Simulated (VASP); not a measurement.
# TiAl3Ni2 (P4/mmm) in VASP: notebook

Runs on TiAl3Ni2. Level: PBE. Tasks: single point, relaxation of cell and atoms.

All numbers are computed with VASP 6.6.1; they aren't measurements. Logs are shortened: lines on timing, memory, paths and dates and some standing lists are left out, and cuts for length are marked.

### 1 The cell of the first run

It takes space group P4/mmm (No. 123, tetragonal). Conventional cell: a = 2.655 Å, b = 2.655 Å, c = 11.523 Å, α = 90.00°, β = 90.00°, γ = 90.00°. Ti (site symmetry 4/mmm) has 4 Ti at 2.65 Å and 8 Al at 2.69 Å within 3.5 Å. Within 3.5 Å of Al (site symmetry 4mm) lie 4 Al at 2.65 Å and 4 Ni at 2.69 Å and 4 Ti at 2.69 Å. Within 3.5 Å of Al (site symmetry 4/mmm) lie 4 Al at 2.65 Å and 8 Ni at 2.69 Å. Within 3.5 Å of Ni (site symmetry 4mm) lie 4 Ni at 2.65 Å and 8 Al at 2.69 Å.

### 2 Single point, PBE, collinear spin, ferromagnetic start

Input file INCAR:

```
SYSTEM = TiAl3Ni2
  PREC = Accurate
  ENCUT = 600
  EDIFF = 1E-6
  ISMEAR = 0
  SIGMA = 0.1
  LREAL = .FALSE.
  LASPH = .TRUE.
  NELM = 200
  ALGO = Normal
  ISIF = 2
  LWAVE = .FALSE.
  LCHARG = .FALSE.
  ISPIN = 2
  MAGMOM = 0 0 0 0 2 2
  LORBIT = 11
  LMAXMIX = 4
  GGA = PE
  NBANDS = 34
  GGA_COMPAT = .FALSE.
```

Input file KPOINTS:

```
Automatic mesh
0
G
  6 6 2
  0 0 0
```

Input file POSCAR:

```
TiAl3Ni2
1.0
    2.6549416700      0.0000000000      0.0000000000
    0.0000000000      2.6549416700      0.0000000000
    0.0000000000      0.0000000000     11.5230161100
Ti Al Ni
1 3 2
Direct
    0.5000000000      0.5000000000      0.0000000000
    0.0000000000      0.0000000000      0.8333333300
    0.0000000000      0.0000000000      0.1666666700
    0.0000000000      0.0000000000      0.5000000000
    0.5000000000      0.5000000000      0.3333333300
    0.5000000000      0.5000000000      0.6666666700
```

Potentials or basis: VASP PAW PBE potentials, release 64 (Ti_sv, Al, Ni).

Started as:

```bash
$ cat potpaw_PBE.64/Ti_sv/POTCAR potpaw_PBE.64/Al/POTCAR potpaw_PBE.64/Ni/POTCAR > POTCAR
$ mpirun -np 1 vasp_std > vasp.out
```

OUTCAR:

```text
SYSTEM = TiAl3Ni2
   PREC = Accurate
   ENCUT = 600
   EDIFF = 1E-6
   ISMEAR = 0
   LREAL = .FALSE.
   LASPH = .TRUE.
   NELM = 200
   ISIF = 2
   ISPIN = 2
   LORBIT = 11
   GGA = PE

 ion  position               nearest neighbor table
   1  0.500  0.500  0.000-   2 2.69   3 2.69   2 2.69   3 2.69   2 2.69   3 2.69   2 2.69   3 2.69

   2  0.000  0.000  0.833-   6 2.69   6 2.69   6 2.69   6 2.69   1 2.69   1 2.69   1 2.69   1 2.69

   3  0.000  0.000  0.167-   5 2.69   5 2.69   5 2.69   5 2.69   1 2.69   1 2.69   1 2.69   1 2.69

   4  0.000  0.000  0.500-   5 2.69   6 2.69   5 2.69   6 2.69   5 2.69   6 2.69   5 2.69   6 2.69

   5  0.500  0.500  0.333-   3 2.69   3 2.69   3 2.69   3 2.69   4 2.69   4 2.69   4 2.69   4 2.69

   6  0.500  0.500  0.667-   2 2.69   2 2.69   2 2.69   2 2.69   4 2.69   4 2.69   4 2.69   4 2.69

  LATTYP: Found a simple tetragonal cell.
 ALAT       =     2.6549416700
 C/A-ratio  =     4.3402144161

  Lattice vectors:

 A1 = (   2.6549416700,   0.0000000000,   0.0000000000)
 A2 = (   0.0000000000,   2.6549416700,   0.0000000000)
 A3 = (   0.0000000000,   0.0000000000,  11.5230161100)

Analysis of symmetry for initial positions (statically):
=====================================================================
 Subroutine PRICEL returns:
 Original cell was already a primitive cell.

 Routine SETGRP: Setting up the symmetry group for a
 simple tetragonal supercell.

 Subroutine GETGRP returns: Found 16 space group operations
 (whereof 16 operations were pure point group operations)
 out of a pool of 16 trial point group operations.

The static configuration has the point symmetry D_4h.

Analysis of symmetry for dynamics (positions and initial velocities):
=====================================================================
 Subroutine PRICEL returns:
 Original cell was already a primitive cell.

 Routine SETGRP: Setting up the symmetry group for a
 simple tetragonal supercell.

 Subroutine GETGRP returns: Found 16 space group operations
 (whereof 16 operations were pure point group operations)
 out of a pool of 16 trial point group operations.

The dynamic configuration has the point symmetry D_4h.

Analysis of structural, dynamic, and magnetic symmetry:
=====================================================================
 Subroutine PRICEL returns:
 Original cell was already a primitive cell.

 Routine SETGRP: Setting up the symmetry group for a
 simple tetragonal supercell.

[... 141 lines left out ...]
  volume of cell :       81.22
 maximum number of plane-waves:      2744
 NGX is ok and might be reduce to    24
   NGX = 11   NGY = 11   NGZ = 47

 number of electron      40.9999998 magnetization       0.0000561

 Free energy of the ion-electron system (eV)
  ---------------------------------------------------
  ext. energy  EPLUGINS =         0.00000000
  ---------------------------------------------------
  free energy    TOTEN  =       -32.26560070 eV

  energy without entropy =      -32.25005134  energy(sigma->0) =      -32.25782602

 E-fermi :   9.0007     XC(G=0): -11.5920

 val. band max:        8.9720890864   @ k =   0.3333   0.3333   0.5000
 cond. band min:       9.0182638149   @ k =   0.0000   0.0000   0.5000
 fundamental gap:      0.0461747285
 Fermi energy:         9.0007103147

 spin component 1

 k-point     1 :       0.0000    0.0000    0.0000
  band No.  band energies     occupation
      1     -47.2066      1.00000
      2     -23.6753      1.00000
      3     -22.9915      1.00000
      4     -22.9915      1.00000
      5      -1.1709      1.00000
      6      -0.0896      1.00000
[... 689 lines left out ...]
     31      13.7657      0.00000
     32      14.3287      0.00000
 Fermi energy:         9.0007103147

 spin component 2

 k-point     1 :       0.0000    0.0000    0.0000
  band No.  band energies     occupation
      1     -47.2070      1.00000
      2     -23.6757      1.00000
      3     -22.9920      1.00000
      4     -22.9920      1.00000
      5      -1.1706      1.00000
      6      -0.0892      1.00000
[... 689 lines left out ...]
     31      13.7658      0.00000
     32      14.3287      0.00000
 [bands above 32 left out]

------------------------ aborting loop because EDIFF is reached ----------------------------------------

  FORCE on cell =-STRESS in cart. coord.  units (eV):
  Direction    XX          YY          ZZ          XY          YZ          ZX
  --------------------------------------------------------------------------------------
  -------------------------------------------------------------------------------------
  Total        3.3427511      3.3427511     -3.1991468      0.0000000     -0.0000000      0.0000000
  in kB       65.9384118     65.9384118    -63.1057041      0.0000000     -0.0000000      0.0000000
  external PRESSURE =      22.9237065 kB  Pullay stress =       0.0000000 kB

 VOLUME and BASIS-vectors are now :
 -----------------------------------------------------------------------------
  energy-cutoff  :      600.00
  volume of cell :       81.22
      direct lattice vectors                 reciprocal lattice vectors
     2.654941670  0.000000000  0.000000000     0.376656109  0.000000000  0.000000000
     0.000000000  2.654941670  0.000000000     0.000000000  0.376656109  0.000000000
     0.000000000  0.000000000 11.523016110     0.000000000  0.000000000  0.086782834

 POSITION                                       TOTAL-FORCE (eV/Angst)
 -----------------------------------------------------------------------------------
      1.32747      1.32747      0.00000         0.000000     -0.000000     -0.000000
      0.00000      0.00000      9.60251        -0.000000      0.000000     -2.045977
      0.00000      0.00000      1.92050         0.000000     -0.000000      2.045977
      0.00000      0.00000      5.76151         0.000000     -0.000000     -0.000000
      1.32747      1.32747      3.84101         0.000000     -0.000000      0.234551
      1.32747      1.32747      7.68201        -0.000000      0.000000     -0.234551
 -----------------------------------------------------------------------------------
    total drift:                                0.000000     -0.000000      0.000000

  FREE ENERGIE OF THE ION-ELECTRON SYSTEM (eV)
  ---------------------------------------------------
  free  energy   TOTEN  =       -32.2656007041 eV

  energy  without entropy=      -32.2500513398  energy(sigma->0) =      -32.25782602

 total charge

# of ion       s       p       d       tot
------------------------------------------
    1        2.242   6.167   2.116  10.525
    2        0.416   0.434   0.000   0.850
    3        0.416   0.434   0.000   0.850
    4        0.392   0.374   0.000   0.767
    5        0.427   0.416   8.374   9.217
    6        0.427   0.416   8.374   9.217
--------------------------------------------------
tot          4.321   8.241  18.864  31.426

 magnetization (x)

# of ion       s       p       d       tot
------------------------------------------
    1       -0.000  -0.000  -0.000  -0.000
    2        0.000   0.000   0.000   0.000
    3        0.000   0.000   0.000   0.000
    4        0.000   0.000   0.000   0.000
    5       -0.000   0.000   0.000   0.000
    6       -0.000   0.000   0.000   0.000
--------------------------------------------------
tot         -0.000   0.000   0.000   0.000
```

stdout:

```text
POSCAR found type information on POSCAR TiAlNi
 POSCAR found :  3 types and       6 ions
 scaLAPACK will be used
 LDA part: xc-table for (Slater+PW92), standard interpolation
 POSCAR, INCAR and KPOINTS ok, starting setup
 FFT: planning ... GRIDC
 FFT: planning ... GRID_SOFT
 FFT: planning ... GRID
 WAVECAR not read
 entering main loop
```

It took 3.9 min on 1 thread of Oxide Virtual Turin-like, shared host; peak memory 0.29 GiB.

What came out:

- Free energy: -32.2656 eV
- Pressure: 2.3 GPa
- Largest force: 2.046 eV/Å
- Net moment: 0.00 μB per cell
- Valence electrons inside the program's atomic spheres: Ti 10.53; Al 0.85, 0.77 (each value once); Ni 9.22

Forces on the atoms (eV/Å):
```
Ti   0.000  0.000  0.000
Al   0.000  0.000 -2.046
Al   0.000  0.000  2.046
Al   0.000  0.000  0.000
Ni   0.000  0.000  0.235
Ni   0.000  0.000 -0.235
```

Levels at points of the mesh, in eV from the Fermi level:
Spin up:
```
           k point  band 17  band 18  band 19  band 20  band 21  band 22  band 23  band 24  band 25  band 26
(0.00, 0.00, 0.00)    -1.17    -0.97    -0.63    -0.58    -0.58    -0.43     2.47     2.47     4.17     4.65
(0.50, 0.00, 0.00)    -1.22    -1.07    -1.03    -0.83    -0.80     0.06     1.88     2.00     2.01     2.16
(0.50, 0.50, 0.00)    -0.65    -0.16    -0.16     0.42     1.59     1.59     2.09     2.09     2.71     2.79
(0.00, 0.00, 0.50)    -1.17    -1.17    -0.97    -0.58    -0.58     0.02     2.47     2.47     4.17     5.14
(0.50, 0.00, 0.50)    -1.22    -1.22    -1.07    -1.03    -0.27     0.02     1.65     1.73     2.16     3.02
(0.50, 0.50, 0.50)    -0.16     0.20     0.20     0.29     0.29     0.56     2.33     3.06     3.28     3.69
```
Spin down:
```csv
k point,band 18,band 19,band 20,band 21,band 22,band 23,band 24,band 25
"(0.00, 0.00, 0.00)",-0.97,-0.63,-0.58,-0.58,-0.43,2.47,2.47,4.17
"(0.50, 0.00, 0.00)",-1.07,-1.03,-0.83,-0.80,0.06,1.88,2.00,2.01
"(0.50, 0.50, 0.00)",-0.16,-0.16,0.42,1.59,1.59,2.09,2.09,2.71
"(0.00, 0.00, 0.50)",-1.17,-0.97,-0.58,-0.58,0.02,2.47,2.47,4.17
"(0.50, 0.00, 0.50)",-1.22,-1.07,-1.03,-0.27,0.03,1.65,1.73,2.16
"(0.50, 0.50, 0.50)",0.20,0.20,0.29,0.29,0.56,2.33,3.06,3.28
```

Caveat: the k points lie up to 0.39 Å⁻¹ apart; the moments typed at the start vanished in this run; forces of over 1 eV/Å act on the atoms, so gaps and moduli don't describe the material at rest.

### 3 Relaxation of cell and atoms, PBE

This run uses another cell than the first one, of 13.45 Å³/atom.

Input file INCAR:

```
SYSTEM = TiAl3Ni2
PREC = Accurate
ENCUT = 600
EDIFF = 1E-7
ISMEAR = 0
SIGMA = 0.1
LREAL = .FALSE.
LASPH = .TRUE.
NELM = 120
ALGO = Normal
ISIF = 3
LWAVE = .FALSE.
LCHARG = .FALSE.
GGA = PE
IBRION = 2
NSW = 100
EDIFFG = -0.01
GGA_COMPAT = .FALSE.
NELMIN = 4
```

Input file KPOINTS:

```
Automatic mesh
0
G
  14 14 4
  0 0 0
```

Input file POSCAR:

```
TiAl3Ni2
1.0
    2.8300943631      0.0000000000      0.0000000000
    0.0000000000      2.8300943631      0.0000000000
    0.0000000000      0.0000000000     10.0771062731
Ti Al Ni
1 3 2
Direct
    0.5000000000      0.5000000000      0.0000000000
    0.0000000000      0.0000000000      0.8006997421
    0.0000000000      0.0000000000      0.1993002579
    0.0000000000      0.0000000000      0.5000000000
    0.5000000000      0.5000000000      0.3505041598
    0.5000000000      0.5000000000      0.6494958402
```

Potentials or basis: VASP PAW PBE potentials, release 64 (Ti_sv, Al, Ni).

Started as:

```bash
$ cat potpaw_PBE.64/Ti_sv/POTCAR potpaw_PBE.64/Al/POTCAR potpaw_PBE.64/Ni/POTCAR > POTCAR
$ mpirun -np 1 vasp_std > vasp.out
```

Run time: 37 min. Hardware: 1 thread of Oxide Virtual Turin-like, shared host; peak memory 0.39 GiB.

Results (log left out):

```yaml
Free_energy: -33.5165 eV
Relaxed_volume: 13.47 Å³/atom
Relaxed_cell: a = 2.881 Å, b = 2.881 Å, c = 9.732 Å, α = 90.00°, β = 90.00°, γ = 90.00°
Space_group_after_relaxing_to_0.1_Å: P4/mmm (No. 123)
Energy_gained_by_relaxing: 3.8 meV/atom
Ionic_steps: 10
Pressure_after_relaxing: 0.0 GPa
Largest_force_after_relaxing: 0.010 eV/Å
Band_gap_on_the_k_mesh: zero (an odd number of electrons rules out a gap without spin polarisation)
```

Forces on the atoms (eV/Å):
```
Ti   0.000  0.000  0.000
Al   0.000  0.000  0.008
Al   0.000  0.000 -0.008
Al   0.000  0.000  0.000
Ni   0.000  0.000 -0.010
Ni   0.000  0.000  0.010
```

Step by step:
| step | energy change (eV) | largest force (eV/Å) | pressure (GPa) | volume (Å³) |
| --- | --- | --- | --- | --- |
| 1 | 0.0000 | 0.1600 | 0.09 | 80.71 |
| 2 | -0.0075 | 0.1059 | -0.03 | 80.79 |
| 3 | -0.0194 | 0.0733 | -0.36 | 81.02 |
| 4 | -0.0199 | 0.1014 | -0.40 | 81.06 |
| 5 | -0.0219 | 0.0660 | 0.67 | 80.43 |
| 6 | -0.0220 | 0.0732 | 0.45 | 80.56 |
| 7 | -0.0227 | 0.0407 | -0.25 | 80.93 |
| 8 | -0.0230 | 0.0146 | -0.01 | 80.79 |
| 9 | -0.0230 | 0.0154 | 0.00 | 80.80 |
| 10 | -0.0230 | 0.0100 | -0.02 | 80.79 |

Final structure:
```
CELL_PARAMETERS angstrom
2.88123 0.00000 0.00000
0.00000 2.88123 0.00000
0.00000 0.00000 9.73203
ATOMIC_POSITIONS crystal
Ti 0.50000 0.50000 0.00000
Al 0.00000 0.00000 0.79797
Al 0.00000 0.00000 0.20203
Al 0.00000 0.00000 0.50000
Ni 0.50000 0.50000 0.35158
Ni 0.50000 0.50000 0.64842
```

Levels at points of the mesh, in eV from the Fermi level:
```csv
k point,band 16,band 17,band 18,band 19,band 20,band 21,band 22,band 23,band 24
"(0.00, 0.00, 0.00)",-1.69,-1.45,-1.41,-0.71,-0.66,0.89,1.78,1.78,3.24
"(0.50, 0.00, 0.00)",-1.92,-1.87,-1.85,-1.57,-0.75,-0.71,-0.40,1.63,2.21
"(0.50, 0.50, 0.00)",-1.24,-1.24,-0.94,-0.93,0.24,1.06,1.06,1.67,1.80
"(0.00, 0.00, 0.50)",-1.68,-1.45,-1.41,-0.71,-0.08,0.43,1.77,1.77,2.68
"(0.50, 0.00, 0.50)",-1.95,-1.88,-1.82,-1.57,-1.12,-0.61,-0.40,1.55,1.63
"(0.50, 0.50, 0.50)",-0.94,-0.93,-0.39,-0.39,-0.21,-0.21,0.39,1.63,2.15
```

Spin polarisation is off, so any magnetic state and its effect on volume and gap are missing.

The gap in the log of VASP goes by the Fermi energy; the results here count the filled bands.